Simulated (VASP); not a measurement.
# LiGeH3 in VASP: further runs

The runs below take LiGeH3 through relaxation of cell and atoms, with PBE.

Program: VASP 6.6.1. These are calculated values, not measurements. Logs are shortened: lines on timing, memory, paths and dates and some standing lists are left out, and cuts for length are marked.

## (1) The cell of the first run

The structure is trigonal, space group R-3m (No. 166). The conventional cell has a = 5.281 Å, b = 5.281 Å, c = 6.753 Å, α = 90.00°, β = 90.00°, γ = 120.00°. Within 2.5 Å of Li (site symmetry -3m) lie 6 H at 1.89 Å. Ge (site symmetry -3m) has 12 H at 2.64 to 2.72 Å and 8 Li at 3.25 to 3.38 Å within 3.5 Å. Within 2.5 Å of H (site symmetry 2/m) lie 2 Li at 1.89 Å.

The cell was generated, and may not be a known phase.

## (2) Relaxation of cell and atoms, PBE

INCAR

```
ALGO = Normal
EDIFF = 1E-6
EDIFFG = -0.04
ENCUT = 600
GGA = PE
IBRION = 2
ISIF = 3
ISMEAR = 0
LASPH = True
LCHARG = False
LREAL = False
LWAVE = False
NELM = 100
NSW = 90
PREC = Accurate
SIGMA = 0.1
```

KPOINTS

```
k-points
0
Gamma
  6 6 6
```

POSCAR

```
LiGeH3
1.0
    2.6402787600      1.5243656500      2.2509222800
   -2.6402787600      1.5243656500      2.2509222800
    0.0000000000     -3.0487313000      2.2509222800
Li Ge H
1 1 3
Direct
    0.5000000000      0.5000000000      0.5000000000
    0.0000000000      0.0000000000      0.0000000000
    0.0000000000      0.5000000000      0.5000000000
    0.5000000000      0.0000000000      0.5000000000
    0.5000000000      0.5000000000      0.0000000000
```

Potentials or basis: VASP PAW PBE potentials, release 64 (Li_sv, Ge_d, H).

The run is started by

```
cat potpaw_PBE.64/Li_sv/POTCAR potpaw_PBE.64/Ge_d/POTCAR potpaw_PBE.64/H/POTCAR > POTCAR
mpirun -np 1 vasp_std > vasp.out
```

OUTCAR:

```text
EDIFF = 1E-6
   EDIFFG = -0.04
   ENCUT = 600
   GGA = PE
   IBRION = 2
   ISIF = 3
   ISMEAR = 0
   LASPH = True
   LREAL = False
   NELM = 100
   NSW = 90
   PREC = Accurate

 ion  position               nearest neighbor table
   1  0.500  0.500  0.500-
   2  0.000  0.000  0.000-
   3  0.000  0.500  0.500-
   4  0.500  0.000  0.500-
   5  0.500  0.500  0.000-

  LATTYP: Found a trigonal (rhomboedric) cell.
 ALAT       =     3.7896455871
 COS(alpha) =     0.0291941883

  Lattice vectors:

 A1 = (   2.6402787600,   1.5243656500,   2.2509222800)
 A2 = (  -2.6402787600,   1.5243656500,   2.2509222800)
 A3 = (   0.0000000000,  -3.0487313000,   2.2509222800)

Analysis of symmetry for initial positions (statically):
=====================================================================
 Subroutine PRICEL returns:
 Original cell was already a primitive cell.

 Routine SETGRP: Setting up the symmetry group for a
 trigonal (rhombohedral) supercell.

 Subroutine GETGRP returns: Found 12 space group operations
 (whereof 12 operations were pure point group operations)
 out of a pool of 12 trial point group operations.

The static configuration has the point symmetry D_3d.

Analysis of symmetry for dynamics (positions and initial velocities):
=====================================================================
 Subroutine PRICEL returns:
 Original cell was already a primitive cell.

 Routine SETGRP: Setting up the symmetry group for a
 trigonal (rhombohedral) supercell.

 Subroutine GETGRP returns: Found 12 space group operations
 (whereof 12 operations were pure point group operations)
 out of a pool of 12 trial point group operations.

The dynamic configuration has the point symmetry D_3d.

 Subroutine INISYM returns: Found 12 space group operations
 (whereof 12 operations are pure point group operations),
 and found     1 'primitive' translations

----------------------------------------------------------------------------------------

                                     Primitive cell

  volume of cell :      54.3564

  direct lattice vectors                    reciprocal lattice vectors
     2.640278760  1.524365650  2.250922280     0.189373943  0.109335097  0.148087447
    -2.640278760  1.524365650  2.250922280    -0.189373943  0.109335097  0.148087447
     0.000000000 -3.048731300  2.250922280     0.000000000 -0.218670195  0.148087447

  length of vectors
     3.789645587  3.789645587  3.789645584     0.264095713  0.264095713  0.264095714

  position of ions in fractional coordinates (direct lattice)
     0.500000000  0.500000000  0.500000000
     0.000000000  0.000000000  0.000000000
     1.000000000  0.500000000  0.500000000
     0.500000000  1.000000000  0.500000000
     0.500000000  0.500000000  1.000000000

  ion indices of the primitive-cell ions
   primitive index   ion index
                 1           1
                 2           2
                 3           3
                 4           4
                 5           5

----------------------------------------------------------------------------------------

 KPOINTS: k-points

Automatic generation of k-mesh.
 Grid dimensions read from file:
 generate k-points for:    6    6    6

 Generating k-lattice:

  Cartesian coordinates                     Fractional coordinates (reciprocal lattice)
     0.031562324  0.018222516  0.024681241     0.166666667 -0.000000000 -0.000000000
    -0.031562324  0.018222516  0.024681241    -0.000000000  0.166666667 -0.000000000
     0.000000000 -0.036445032  0.024681241    -0.000000000 -0.000000000  0.166666667

  Length of vectors
     0.044015952  0.044015952  0.044015952

  Shift w.r.t. Gamma in fractional coordinates (k-lattice)
     0.000000000  0.000000000  0.000000000

 Subroutine IBZKPT returns following result:
 ===========================================

 Found     32 irreducible k-points:

 Following reciprocal coordinates:
            Coordinates               Weight
  0.000000  0.000000  0.000000      1.000000
  0.166667 -0.000000  0.000000      6.000000
  0.333333  0.000000  0.000000      6.000000
  0.500000  0.000000  0.000000      3.000000
  0.166667  0.166667  0.000000      6.000000
  0.333333  0.166667  0.000000     12.000000
[... 16 lines left out ...]
  0.500000  0.500000  0.166667      6.000000
 -0.333333  0.500000  0.166667     12.000000
 [... further k-points ...]
   k-points           NKPTS =     32   k-points in BZ     NKDIM =     32   number of bands    NBANDS=     14
   number of dos      NEDOS =    301   number of ions     NIONS =      5
   total plane-waves  NPLWV =  27000
   dimension x,y,z NGX =    30 NGY =   30 NGZ =   30
   dimension x,y,z NGXF=    60 NGYF=   60 NGZF=   60
   ions per type =               1   1   3
   NGX,Y,Z   is equivalent  to a cutoff of  13.16, 13.16, 13.16 a.u.
   NGXF,Y,Z  is equivalent  to a cutoff of  26.32, 26.32, 26.32 a.u.
 SYSTEM =  unknown system
   PREC   = accura    normal or accurate (medium, high low for compatibility)
   ISTART =      0    job   : 0-new  1-cont  2-samecut
   ICHARG =      2    charge: 1-file 2-atom 10-const
   ISPIN  =      1    spin polarized calculation?
   LNONCOLLINEAR =      F non collinear calculations
   LSORBIT =      F    spin-orbit coupling
   LASPH  =      T    aspherical Exc in radial PAW
   ENCUT  =  600.0 eV  44.10 Ry    6.64 a.u.   7.57  7.57  7.57*2*pi/ulx,y,z
   NELM   =    100;   NELMIN=  2; NELMDL= -5     # of ELM steps
   EDIFF  = 0.1E-05   stopping-criterion for ELM
   LREAL  =      F    real-space projection
   EDIFFG = -.4E-01   stopping-criterion for IOM
   NSW    =     90    number of steps for IOM
   IBRION =      2    ionic relax: 0-MD 1-quasi-New 2-CG
   NFREE  =      1    steps in history (QN), initial steepest desc. (CG)
   ISIF   =      3    stress and relaxation
   ISYM   =      2    0-nonsym 1-usesym 2-fastsym
   POTIM  = 0.5000    time-step for ionic-motion
   TEBEG  =    0.0;   TEEND  =   0.0 temperature during run
   PSTRESS=    0.0 pullay stress
   NELECT =      20.0000    total number of electrons
   NUPDOWN=      -1.0000    fix difference up-down
   EMIN   =  10.00;   EMAX   =-10.00  energy-range for DOS
   EFERMI =   0.00;   METHOD = LEGACY
   ISMEAR =     0;   SIGMA  =   0.10  broadening in eV -4-tet -1-fermi 0-gaus
   EFERMI_NEDOS =   21; number of points for ismear=-14 and -15
   IALGO  =     38    algorithm
   IMIX   =      4    mixing-type and parameters
     AMIX     =   0.40;   BMIX     =  1.00
     AMIX_MAG =   1.60;   BMIX_MAG =  1.00
  volume/ion in A,a.u.               =      10.87        73.36
  Fermi-wavevector in a.u.,A,eV,Ry     =   1.173099  2.216835 18.723805  1.376161
  Thomas-Fermi vector in A             =   2.309517
   LORBIT       =      0    0 simple, 1 ext, 2 COOP (PROOUT), +10 PAW based schemes
   GGA     = PE    functional components
   LHFCALC =     F    Hartree Fock is set to
   AEXX    =    0.0000 exact exchange contribution
   IVDW    =     0    specifies the selected vdW correction
   LEPSILON=     F    determine dielectric tensor
   LRPA    =     F    only Hartree local field effects (RPA)
 conjugate gradient relaxation of ions
 non-spin polarized calculation
 Gauss-broadening in eV      SIGMA  =   0.10
  energy-cutoff  :      600.00
  volume of cell :       54.36
 maximum number of plane-waves:      1829
   NGX = 15   NGY = 15   NGZ = 15

--------------------------------------- Ionic step        1  -------------------------------------------

 number of electron      19.9999991 magnetization

 Free energy of the ion-electron system (eV)
  ---------------------------------------------------
  ext. energy  EPLUGINS =         0.00000000
  ---------------------------------------------------
  free energy    TOTEN  =       -14.23052374 eV

  energy without entropy =      -14.22393382  energy(sigma->0) =      -14.22722878

------------------------ aborting loop because EDIFF is reached ----------------------------------------

  FORCE on cell =-STRESS in cart. coord.  units (eV):
  Direction    XX          YY          ZZ          XY          YZ          ZX
  --------------------------------------------------------------------------------------
  -------------------------------------------------------------------------------------
  Total       -2.5270498     -2.5270498     -2.9894519      0.0000000      0.0000000      0.0000000
  in kB      -74.4858368    -74.4858365    -88.1153292      0.0000000      0.0000000      0.0000000
  external PRESSURE =     -79.0290009 kB  Pullay stress =       0.0000000 kB
[... 936 lines left out ...]
  energy  without entropy=      -14.5549309058  energy(sigma->0) =      -14.55915964

--------------------------------------- Ionic step        4  -------------------------------------------

 number of electron      20.0000020 magnetization

 Free energy of the ion-electron system (eV)
  ---------------------------------------------------
  ext. energy  EPLUGINS =         0.00000000
  ---------------------------------------------------
  free energy    TOTEN  =       -14.57370816 eV

  energy without entropy =      -14.56860830  energy(sigma->0) =      -14.57115823

 E-fermi :   3.3387     XC(G=0): -10.1255

 val. band max:        3.2657952998   @ k =  -0.1667   0.1667   0.0000
 cond. band min:       3.3441635211   @ k =   0.5000   0.0000   0.0000
 fundamental gap:      0.0783682213
 Fermi energy:         3.3387388560

 k-point     1 :       0.0000    0.0000    0.0000
  band No.  band energies     occupation
      1     -41.2018      2.00000
      2     -21.6848      2.00000
      3     -21.6848      2.00000
      4     -21.6618      2.00000
      5     -21.6614      2.00000
      6     -21.6614      2.00000
      7      -7.7423      2.00000
      8       2.9150      2.00000
      9       2.9150      2.00000
     10       3.6693      0.00000
     11       4.6354      0.00000
     12       4.6354      0.00000
[... 425 lines left out ...]
  FREE ENERGIE OF THE ION-ELECTRON SYSTEM (eV)
  ---------------------------------------------------
  free  energy   TOTEN  =       -14.5737081554 eV

  energy  without entropy=      -14.5686083011  energy(sigma->0) =      -14.57115823

 reached required accuracy - stopping structural energy minimisation
```

Wall time 2.4 min (1 thread of Intel Xeon Platinum 8259CL at 2.50GHz (Skylake/Cascade Lake), shared host); peak memory 0.19 GiB.

Results:

```yaml
Free_energy: -14.5737 eV
Relaxed_volume: 8.39 Å³/atom
Relaxed_cell: a = 3.476 Å, b = 3.476 Å, c = 3.476 Å, α = 88.94°, β = 88.94°, γ = 88.94°
Space_group_after_relaxing_to_0.1_Å: R-3m (No. 166)
Energy_gained_by_relaxing: 68.6 meV/atom
Ionic_steps: 4
Pressure_after_relaxing: 0.4 GPa
Band_gap_on_the_k_mesh: zero (bands 10 and 11 overlap by 1.65 eV)
```

Stress tensor (GPa, compression positive):
```
 0.71  0.00  0.00
 0.00  0.71  0.00
 0.00  0.00 -0.31
```

Step by step:
| step | energy change (eV) | largest force (eV/Å) | pressure (GPa) | volume (Å³) |
| --- | --- | --- | --- | --- |
| 1 | 0.0000 | 0.0000 | -7.90 | 54.36 |
| 2 | -0.1814 | 0.0000 | -6.08 | 50.25 |
| 3 | -0.3329 | 0.0000 | -1.81 | 44.06 |
| 4 | -0.3432 | 0.0000 | 0.37 | 41.96 |

Final structure:
```
Li Ge H
1.0
     2.43462    1.40563    2.04351
    -2.43462    1.40563    2.04351
     0.00000   -2.81126    2.04351
Li Ge H
1 1 3
Direct
  0.50000 0.50000 0.50000
  0.00000 0.00000 0.00000
  0.00000 0.50000 0.50000
  0.50000 0.00000 0.50000
  0.50000 0.50000 0.00000
```

Levels at points of the mesh, in eV from the Fermi level:
```csv
k point,band 6,band 7,band 8,band 9,band 10,band 11,band 12,band 13,band 14
"(0.00, 0.00, 0.00)",-25.00,-11.08,-0.42,-0.42,0.33,1.30,1.30,1.49,10.96
"(0.50, 0.00, 0.00)",-25.00,-9.30,-6.69,0.01,0.31,3.00,3.10,6.50,6.53
"(0.50, 0.50, 0.00)",-24.99,-7.22,-5.35,-5.19,-2.93,4.01,4.40,4.52,9.05
"(0.50, 0.50, 0.50)",-24.99,-5.87,-3.25,-3.02,-3.02,-1.32,-1.16,-1.16,6.65
```

Caveat: the cutoff is under 1.25 times the usual one of these potentials, so pressure, stress and relaxed cells hold a basis-set (Pulay) error; the volume moved by over 15 % at a fixed basis, so the end points are rough.

## (3) Relaxation of cell and atoms, PBE

This run uses another cell than the first one, of 8.47 Å³/atom.

INCAR

```
  ALGO = Normal
  EDIFF = 1E-6
  EDIFFG = -0.01
  ENCUT = 600
  GGA = PE
  IBRION = 2
  ISIF = 3
  ISMEAR = 0
  LASPH = True
  LCHARG = False
  LREAL = False
  LWAVE = False
  NELM = 60
  NSW = 100
  PREC = Accurate
  SIGMA = 0.1
```

KPOINTS

```
k-points
0
Gamma
  12 12 12
```

POSCAR

```
LiGeH3
1.0
    3.4861245510      0.0000000000      0.0000000000
    0.0000000000      3.4861245510      0.0000000000
    0.0000000000      0.0000000000      3.4861245510
Li Ge H
1 1 3
Direct
    0.5000000000      0.5000000000      0.5000000000
    0.0000000000      0.0000000000      0.0000000000
    0.5000000000      0.5000000000      0.0000000000
    0.0000000000      0.5000000000      0.5000000000
    0.5000000000      0.0000000000      0.5000000000
```

Potentials or basis: VASP PAW PBE potentials, release 64 (Li_sv, Ge_d, H).

The run is started by

```
cat potpaw_PBE.64/Li_sv/POTCAR potpaw_PBE.64/Ge_d/POTCAR potpaw_PBE.64/H/POTCAR > POTCAR
mpirun -np 1 vasp_std > vasp.out
```

It took 1.8 min on 1 thread of Intel Xeon Platinum 8259CL at 2.50GHz (Skylake/Cascade Lake), shared host; peak memory 0.2 GiB.

The run converged. Its results:

```
Free energy                           : -14.5769 eV
Relaxed volume                        : 8.49 Å³/atom
Relaxed cell                          : a = 3.489 Å, b = 3.489 Å, c = 3.489 Å, α = 90.00°, β = 90.00°, γ = 90.00°
Space group after relaxing (to 0.1 Å) : Pm-3m (No. 221)
Energy gained by relaxing             : 0.0 meV/atom
Ionic steps                           : 2
Pressure after relaxing               : 0.2 GPa
Band gap on the k mesh                : zero (bands 10 and 11 overlap by 1.51 eV)
```

The path:
```
step  energy change (eV)  largest force (eV/Å)  pressure (GPa)  volume (Å³)
   1              0.0000                0.0000            0.29        42.37
   2             -0.0001                0.0000            0.16        42.46
```

Final structure:
```cif
data_structure
_symmetry_space_group_name_H-M 'P 1'
_symmetry_Int_Tables_number 1
_cell_length_a 3.4887
_cell_length_b 3.4887
_cell_length_c 3.4887
_cell_angle_alpha 90.000
_cell_angle_beta 90.000
_cell_angle_gamma 90.000
_cell_volume 42.46
loop_
_atom_site_label
_atom_site_type_symbol
_atom_site_fract_x
_atom_site_fract_y
_atom_site_fract_z
_atom_site_occupancy
Li1 Li 0.50000 0.50000 0.50000 1
Ge1 Ge 0.00000 0.00000 0.00000 1
H1 H 0.50000 0.50000 0.00000 1
H2 H 0.00000 0.50000 0.50000 1
H3 H 0.50000 0.00000 0.50000 1
```

Levels at points of the mesh, in eV from the Fermi level:
```csv
k point,band 7,band 8,band 9,band 10,band 11,band 12,band 13,band 14
"(0.00, 0.00, 0.00)",-10.92,-0.33,-0.33,0.35,1.44,1.44,1.44,11.29
"(0.50, 0.00, 0.00)",-9.16,-6.54,0.06,0.41,3.09,3.09,6.67,6.67
"(0.50, 0.50, 0.00)",-7.13,-5.12,-5.12,-2.82,4.27,4.39,4.39,9.06
"(0.50, 0.50, 0.50)",-5.79,-2.99,-2.99,-2.99,-1.10,-1.10,-1.10,6.70
```

Caveat: the cutoff is under 1.25 times the usual one of these potentials, so pressure, stress and relaxed cells hold a basis-set (Pulay) error.

The gap in the log of VASP goes by the Fermi energy; the results here count the filled bands.